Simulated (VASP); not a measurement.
# TiCo (Pm-3m) in VASP: single point with PBEsol

Aim: the single point of TiCo with PBEsol.

Everything below comes from runs of VASP 6.6.1. Logs are shortened: lines on timing, memory, paths and dates and some standing lists are left out, and cuts for length are marked.

### 1 The cell of the first run

Symmetry: Pm-3m, No. 221, cubic system. The conventional cell has a = 2.940 Å, b = 2.940 Å, c = 2.940 Å, α = 90.00°, β = 90.00°, γ = 90.00°. Within 3.4 Å of Ti (site symmetry m-3m) lie 8 Co at 2.55 Å and 6 Ti at 2.94 Å. Co (site symmetry m-3m) has 8 Ti at 2.55 Å and 6 Co at 2.94 Å within 3.4 Å.

### 2 Single point, PBEsol, collinear spin, ferromagnetic start

File INCAR:

```
SYSTEM = TiCo
PREC     = Accurate       ! precision mode
ENCUT    = 600            ! plane-wave cutoff, eV
EDIFF    = 1E-6           ! SCF threshold, eV
ISMEAR   = 0              ! smearing method
SIGMA    = 0.1            ! smearing width, eV
LREAL    = .False.        ! projectors in reciprocal space
LASPH    = .True.         ! aspherical terms in the spheres
NELM     = 200            ! most SCF steps
ALGO     = Normal         ! electronic algorithm
ISIF     = 2              ! what is computed and relaxed
LWAVE    = .False.        ! write WAVECAR
LCHARG   = .True.         ! write CHGCAR
ISPIN    = 2              ! spin polarisation
MAGMOM   = 0 2.5          ! initial moments
LORBIT   = 11             ! projections on sites
LMAXMIX  = 4              ! l up to which the mixer works
GGA      = PS             ! functional
LELF     = .True.         ! ELF
LVHAR    = .True.       
NBANDS   = 22             ! bands
GGA_COMPAT= .False.
```

File KPOINTS:

```
Automatic mesh
0
Gamma
  9 9 9
  0 0 0
```

File POSCAR:

```
TiCo
1.0
    2.9395472409      0.0000000000      0.0000000000
    0.0000000000      2.9395472409      0.0000000000
    0.0000000000      0.0000000000      2.9395472409
Ti Co
1 1
Direct
    0.0000000000      0.0000000000      0.0000000000
    0.5000000000      0.5000000000      0.5000000000
```

Potentials or basis: VASP PAW PBE potentials, release 64 (Ti_sv, Co).

The run is started by

```console
$ cat potpaw_PBE.64/Ti_sv/POTCAR potpaw_PBE.64/Co/POTCAR > POTCAR
$ mpirun -np 1 vasp_std > vasp.out
```

OUTCAR:

```text
SYSTEM = TiCo
   PREC = Accurate
   ENCUT = 600
   EDIFF = 1E-6
   ISMEAR = 0
   LREAL = .False.
   LASPH = .True.
   NELM = 200
   ISIF = 2
   ISPIN = 2
   LORBIT = 11
   GGA = PS

 ion  position               nearest neighbor table
   1  0.000  0.000  0.000-   2 2.55   2 2.55   2 2.55   2 2.55   2 2.55   2 2.55   2 2.55   2 2.55

   2  0.500  0.500  0.500-   1 2.55   1 2.55   1 2.55   1 2.55   1 2.55   1 2.55   1 2.55   1 2.55

  LATTYP: Found a simple cubic cell.
 ALAT       =     2.9395472409

  Lattice vectors:

 A1 = (   2.9395472409,   0.0000000000,   0.0000000000)
 A2 = (   0.0000000000,   2.9395472409,   0.0000000000)
 A3 = (   0.0000000000,   0.0000000000,   2.9395472409)

Analysis of symmetry for initial positions (statically):
=====================================================================
 Subroutine PRICEL returns:
 Original cell was already a primitive cell.

 Routine SETGRP: Setting up the symmetry group for a
 simple cubic supercell.

 Subroutine GETGRP returns: Found 48 space group operations
 (whereof 48 operations were pure point group operations)
 out of a pool of 48 trial point group operations.

The static configuration has the point symmetry O_h .

Analysis of symmetry for dynamics (positions and initial velocities):
=====================================================================
 Subroutine PRICEL returns:
 Original cell was already a primitive cell.

 Routine SETGRP: Setting up the symmetry group for a
 simple cubic supercell.

 Subroutine GETGRP returns: Found 48 space group operations
 (whereof 48 operations were pure point group operations)
 out of a pool of 48 trial point group operations.

The dynamic configuration has the point symmetry O_h .

Analysis of structural, dynamic, and magnetic symmetry:
=====================================================================
 Subroutine PRICEL returns:
 Original cell was already a primitive cell.

 Routine SETGRP: Setting up the symmetry group for a
 simple cubic supercell.

 Subroutine GETGRP returns: Found 48 space group operations
 (whereof 48 operations were pure point group operations)
 out of a pool of 48 trial point group operations.

The overall configuration has the point symmetry O_h .

 Subroutine INISYM returns: Found 48 space group operations
 (whereof 48 operations are pure point group operations),
 and found     1 'primitive' translations

----------------------------------------------------------------------------------------

                                     Primitive cell

  volume of cell :      25.4004

  direct lattice vectors                    reciprocal lattice vectors
     2.939547241  0.000000000  0.000000000     0.340188443  0.000000000  0.000000000
     0.000000000  2.939547241  0.000000000     0.000000000  0.340188443  0.000000000
     0.000000000  0.000000000  2.939547241     0.000000000  0.000000000  0.340188443

  length of vectors
     2.939547241  2.939547241  2.939547241     0.340188443  0.340188443  0.340188443

  position of ions in fractional coordinates (direct lattice)
     0.000000000  0.000000000  0.000000000
     0.500000000  0.500000000  0.500000000

  ion indices of the primitive-cell ions
   primitive index   ion index
                 1           1
                 2           2

----------------------------------------------------------------------------------------

 KPOINTS: Automatic mesh

Automatic generation of k-mesh.
 Grid dimensions read from file:
 generate k-points for:    9    9    9

 Generating k-lattice:

  Cartesian coordinates                     Fractional coordinates (reciprocal lattice)
     0.037798716  0.000000000  0.000000000     0.111111111  0.000000000  0.000000000
     0.000000000  0.037798716  0.000000000     0.000000000  0.111111111  0.000000000
     0.000000000  0.000000000  0.037798716     0.000000000  0.000000000  0.111111111

  Length of vectors
     0.037798716  0.037798716  0.037798716

  Shift w.r.t. Gamma in fractional coordinates (k-lattice)
     0.000000000  0.000000000  0.000000000

 Subroutine IBZKPT returns following result:
 ===========================================

 Found     35 irreducible k-points:

 Following reciprocal coordinates:
            Coordinates               Weight
  0.000000  0.000000  0.000000      1.000000
  0.111111  0.000000  0.000000      6.000000
  0.222222  0.000000  0.000000      6.000000
  0.333333  0.000000  0.000000      6.000000
  0.444444  0.000000  0.000000      6.000000
  0.111111  0.111111  0.000000     12.000000
[... 16 lines left out ...]
  0.333333  0.333333  0.111111     24.000000
  0.444444  0.333333  0.111111     48.000000
 [... further k-points ...]
   k-points           NKPTS =     35   k-points in BZ     NKDIM =     35   number of bands    NBANDS=     22
   number of dos      NEDOS =    301   number of ions     NIONS =      2
   total plane-waves  NPLWV =  13824
   dimension x,y,z NGX =    24 NGY =   24 NGZ =   24
   dimension x,y,z NGXF=    48 NGYF=   48 NGZF=   48
   ions per type =               1   1
   NGX,Y,Z   is equivalent  to a cutoff of  13.57, 13.57, 13.57 a.u.
   NGXF,Y,Z  is equivalent  to a cutoff of  27.15, 27.15, 27.15 a.u.
 SYSTEM =  TiCo
   PREC   = accura    normal or accurate (medium, high low for compatibility)
   ISTART =      0    job   : 0-new  1-cont  2-samecut
   ICHARG =      2    charge: 1-file 2-atom 10-const
   ISPIN  =      2    spin polarized calculation?
   LNONCOLLINEAR =      F non collinear calculations
   LSORBIT =      F    spin-orbit coupling
   LASPH  =      T    aspherical Exc in radial PAW
   ENCUT  =  600.0 eV  44.10 Ry    6.64 a.u.   5.87  5.87  5.87*2*pi/ulx,y,z
   NELM   =    200;   NELMIN=  2; NELMDL= -5     # of ELM steps
   EDIFF  = 0.1E-05   stopping-criterion for ELM
   LREAL  =      F    real-space projection
   EDIFFG = 0.1E-04   stopping-criterion for IOM
   NSW    =      0    number of steps for IOM
   IBRION =     -1    ionic relax: 0-MD 1-quasi-New 2-CG
   NFREE  =      0    steps in history (QN), initial steepest desc. (CG)
   ISIF   =      2    stress and relaxation
   ISYM   =      2    0-nonsym 1-usesym 2-fastsym
   POTIM  = 0.5000    time-step for ionic-motion
   TEBEG  =    0.0;   TEEND  =   0.0 temperature during run
   PSTRESS=    0.0 pullay stress
   NELECT =      21.0000    total number of electrons
   NUPDOWN=      -1.0000    fix difference up-down
   EMIN   =  10.00;   EMAX   =-10.00  energy-range for DOS
   EFERMI =   0.00;   METHOD = LEGACY
   ISMEAR =     0;   SIGMA  =   0.10  broadening in eV -4-tet -1-fermi 0-gaus
   EFERMI_NEDOS =   21; number of points for ismear=-14 and -15
   IALGO  =     38    algorithm
   IMIX   =      4    mixing-type and parameters
     AMIX     =   0.40;   BMIX     =  1.00
     AMIX_MAG =   1.60;   BMIX_MAG =  1.00
  volume/ion in A,a.u.               =      12.70        85.71
  Fermi-wavevector in a.u.,A,eV,Ry     =   1.536506  2.903575 32.121308  2.360850
  Thomas-Fermi vector in A             =   2.643145
   LORBIT       =     11    0 simple, 1 ext, 2 COOP (PROOUT), +10 PAW based schemes
   GGA     = PS    functional components
   LHFCALC =     F    Hartree Fock is set to
   AEXX    =    0.0000 exact exchange contribution
   IVDW    =     0    specifies the selected vdW correction
   LEPSILON=     F    determine dielectric tensor
   LRPA    =     F    only Hartree local field effects (RPA)
 spin polarized calculation
 Gauss-broadening in eV      SIGMA  =   0.10
  energy-cutoff  :      600.00
  volume of cell :       25.40
 maximum number of plane-waves:       861
 NGX is ok and might be reduce to    24
   NGX = 11   NGY = 11   NGZ = 11

 number of electron      21.0000005 magnetization       0.5804442

 Free energy of the ion-electron system (eV)
  ---------------------------------------------------
  ext. energy  EPLUGINS =         0.00000000
  ---------------------------------------------------
  free energy    TOTEN  =       -16.91281085 eV

  energy without entropy =      -16.90258455  energy(sigma->0) =      -16.90769770

 E-fermi :  10.4218     XC(G=0): -12.9887

 val. band max:       10.4200249446   @ k =   0.4444   0.4444   0.1111
 cond. band min:      10.4338579490   @ k =   0.3333   0.1111   0.0000
 fundamental gap:      0.0138330044
 Fermi energy:        10.4218435945

 spin component 1

 k-point     1 :       0.0000    0.0000    0.0000
  band No.  band energies     occupation
      1     -46.4667      1.00000
      2     -22.6435      1.00000
      3     -22.6435      1.00000
      4     -22.6435      1.00000
      5       2.4952      1.00000
      6       6.1248      1.00000
[... 14 lines left out ...]
     21      30.7061      0.00000
     22      31.6763      0.00000

 k-point     2 :       0.1111    0.0000    0.0000
  band No.  band energies     occupation
      1     -46.4620      1.00000
      2     -22.6863      1.00000
      3     -22.6405      1.00000
      4     -22.6405      1.00000
      5       2.7498      1.00000
      6       6.2322      1.00000
[... 542 lines left out ...]
 k-point    24 :       0.4444    0.3333    0.1111
  band No.  band energies     occupation
      1     -46.3971      1.00000
      2     -22.9436      1.00000
      3     -22.8606      1.00000
      4     -22.6320      1.00000
      5       6.0157      1.00000
      6       6.6342      1.00000
[... 14 lines left out ...]
     21      27.6624      0.00000
     22      30.8456      0.00000

 [... further k-points ...]

 spin component 2

 k-point     1 :       0.0000    0.0000    0.0000
  band No.  band energies     occupation
      1     -46.4752      1.00000
      2     -22.6528      1.00000
      3     -22.6528      1.00000
      4     -22.6528      1.00000
      5       2.5083      1.00000
      6       6.5308      1.00000
[... 14 lines left out ...]
     21      30.8122      0.00000
     22      31.6256      0.00000

 k-point     2 :       0.1111    0.0000    0.0000
  band No.  band energies     occupation
      1     -46.4705      1.00000
      2     -22.6959      1.00000
      3     -22.6498      1.00000
      4     -22.6498      1.00000
      5       2.7632      1.00000
      6       6.6512      1.00000
[... 542 lines left out ...]
 k-point    24 :       0.4444    0.3333    0.1111
  band No.  band energies     occupation
      1     -46.4054      1.00000
      2     -22.9546      1.00000
      3     -22.8712      1.00000
      4     -22.6414      1.00000
      5       6.2228      1.00000
      6       6.8416      1.00000
[... 14 lines left out ...]
     21      27.7097      0.00000
     22      30.8490      0.00000

 [... further k-points ...]
[... 5 lines left out ...]
  --------------------------------------------------------------------------------------
  -------------------------------------------------------------------------------------
  Total       -0.1441194     -0.1441194     -0.1441194     -0.0000000      0.0000000      0.0000000
  in kB       -9.0905808     -9.0905808     -9.0905808     -0.0000000      0.0000000      0.0000000
  external PRESSURE =      -9.0905808 kB  Pullay stress =       0.0000000 kB

 VOLUME and BASIS-vectors are now :
 -----------------------------------------------------------------------------
  energy-cutoff  :      600.00
  volume of cell :       25.40
      direct lattice vectors                 reciprocal lattice vectors
     2.939547241  0.000000000  0.000000000     0.340188443  0.000000000  0.000000000
     0.000000000  2.939547241  0.000000000     0.000000000  0.340188443  0.000000000
     0.000000000  0.000000000  2.939547241     0.000000000  0.000000000  0.340188443

 POSITION                                       TOTAL-FORCE (eV/Angst)
 -----------------------------------------------------------------------------------
      0.00000      0.00000      0.00000         0.000000      0.000000      0.000000
      1.46977      1.46977      1.46977         0.000000      0.000000      0.000000
 -----------------------------------------------------------------------------------
    total drift:                                0.000000      0.000000     -0.000000

  FREE ENERGIE OF THE ION-ELECTRON SYSTEM (eV)
  ---------------------------------------------------
  free  energy   TOTEN  =       -16.9128108480 eV

  energy  without entropy=      -16.9025845451  energy(sigma->0) =      -16.90769770

 total charge

# of ion       s       p       d       tot
------------------------------------------
    1        2.259   6.197   1.901  10.357
    2        0.542   0.479   7.354   8.375
--------------------------------------------------
tot          2.801   6.676   9.255  18.732

 magnetization (x)

# of ion       s       p       d       tot
------------------------------------------
    1       -0.002  -0.008  -0.011  -0.022
    2        0.023  -0.004   0.608   0.627
--------------------------------------------------
tot          0.021  -0.012   0.597   0.606
```

It used 85 s of CPU time on 1 thread of AMD EPYC 7R13 Processor (Zen 3), on a shared host.

What came out:

| Item | Value |
| --- | --- |
| Free energy | -16.9128 eV |
| Pressure | -0.9 GPa |
| Net moment | 0.58 μB per cell |
| Site moments | Ti -0.02; Co +0.63 μB |
| Valence electrons inside the program's atomic spheres | Ti 10.36; Co 8.38 |

Levels at points of the mesh, in eV from the Fermi level:
Spin up:
```tsv
k point	band 7	band 8	band 9	band 10	band 11	band 12	band 13	band 14
(0.00, 0.00, 0.00)	-4.30	-1.83	-1.83	-1.83	0.58	0.58	2.83	2.83
```
Spin down:
```csv
k point,band 6,band 7,band 8,band 9,band 10,band 11,band 12,band 13,band 14,band 15
"(0.00, 0.00, 0.00)",-3.89,-3.89,-1.44,-1.44,-1.44,0.94,0.94,2.90,2.90,2.90
```

Caveat: the PAW data sets were made with another functional, which shifts forces and pressure a little.
